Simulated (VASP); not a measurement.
Input of a VASP 6.6.1 run:

INCAR

```
SYSTEM = Al2Pt
PREC = Accurate
ENCUT = 520
EDIFF = 1E-6
ISMEAR = 0
SIGMA = 0.1
LREAL = .FALSE.
LASPH = .TRUE.
NELM = 100
ALGO = Normal
ISIF = 2
LWAVE = .FALSE.
LCHARG = .FALSE.
GGA = PE
ISYM = 0
NBANDS = 15
```

KPOINTS

```
Automatic mesh
0
G
  9 9 10
  0 0 0
```

POSCAR

```
Al2Pt
1.0
    4.2047455503      0.0000000000      0.0000000000
   -2.1023727751      3.6414164630      0.0000000000
    2.1023727751      1.2138054877      3.4331603655
Al Pt
2 1
Direct
    0.5000000000      0.7500000000      0.7500000000
    0.5000000000      0.2500000000      0.2500000000
    0.0000000000      0.0000000000      0.0000000000
```

Potentials or basis: VASP PAW PBE potentials, release 64 (Al, Pt).

Command:

```console
$ cat potpaw_PBE.64/Al/POTCAR potpaw_PBE.64/Pt/POTCAR > POTCAR
$ mpirun -np 1 vasp_std > vasp.out
```

(1) Estimate the band gap on the k mesh.

(2) Estimate the pressure.

Results:

(1) zero (band 8 reaches 11.49 eV, above the bottom of band 9 at 6.21 eV).

(2) -0.2 GPa.

Caveat: spin-orbit coupling is left out, which moves the levels of the heavy elements.
